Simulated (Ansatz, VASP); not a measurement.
**K: VASP beside Ansatz**

```
K
1.0
    -2.52419    2.52419    2.52419
     2.52419   -2.52419    2.52419
     5.04838    5.04838    0.00000
K
2
Direct
  0.00000 0.00000 0.00000
  0.50000 0.50000 0.50000
```

Alike in both runs: task single point; functional LDA; k mesh 8 × 8 × 5; occupations fermi-dirac, width 0.08 eV; no spin polarisation.

```csv
,VASP,Ansatz
version,VASP 6.6.1,Ansatz 0.2.0
potentials or method,"VASP PAW LDA potentials, release 64 (K_sv), cutoff 520 eV","all-electron LAPW, scalar-relativistic"
```

```csv
,VASP,Ansatz,Ansatz less VASP
pressure (GPa),0.0,0.0,+0.01
```

LDA's correlation is that of Perdew and Zunger in VASP and of Perdew and Wang (1992) in Ansatz. Ansatz ran all-electron here, and VASP with PAW potentials.
